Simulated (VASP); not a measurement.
A run of VASP 6.6.1:

File INCAR:

```
PREC     = Accurate       # precision mode
ENCUT    = 600            # plane-wave cutoff, eV
EDIFF    = 1E-6           # SCF threshold, eV
ISMEAR   = 0              # smearing method
SIGMA    = 0.2            # smearing width, eV
LREAL    = False          # projectors in reciprocal space
LASPH    = True           # aspherical terms in the spheres
NELM     = 200            # most SCF steps
ALGO     = Normal         # electronic algorithm
ISIF     = 2              # what is computed and relaxed
LWAVE    = False          # write WAVECAR
LCHARG   = False          # write CHGCAR
ISPIN    = 2              # spin polarisation
MAGMOM   = 0 0 1 1 0 0 0  # initial moments
LORBIT   = 11             # projections on sites
LMAXMIX  = 4              # l up to which the mixer works
GGA      = PE             # functional
NBANDS   = 36             # bands
GGA_COMPAT= False
```

The input KPOINTS:

```
regular mesh
0
Gamma
  5 5 2
```

File POSCAR:

```
Mg2Ti2O3
1.0
    5.3316313075      0.0000000037      0.0000000000
   -2.6658156570      4.6173281541      0.0000000000
    0.0000000000      0.0000000000      8.3919838559
Mg Ti O
2 2 3
Direct
    0.0000000000      0.0000000000      0.0000000000
    0.3333333333      0.6666666667      0.0000000000
    0.0000000000      0.0000000000      0.3625536962
    0.0000000000      0.0000000000      0.6374463038
    0.1556370624      0.8443629376      0.5000000000
    0.1556370624      0.3112741247      0.5000000000
    0.6887258753      0.8443629376      0.5000000000
```

Potentials or basis: VASP PAW PBE potentials, release 64 (Mg, Ti_sv, O).

Command:

```bash
$ cat potpaw_PBE.64/Mg/POTCAR potpaw_PBE.64/Ti_sv/POTCAR potpaw_PBE.64/O/POTCAR > POTCAR
$ mpirun -np 1 vasp_std > vasp.out
```

Hardware: 1 thread of Oxide Virtual Turin-like Processor, on a shared host.

Task: Estimate the wall time of this run.

Result: Run time: 11 min on 1 thread of Oxide Virtual Turin-like Processor, on a shared host, peak memory 0.56 GiB. Counts: scf iterations 23, k points 10.
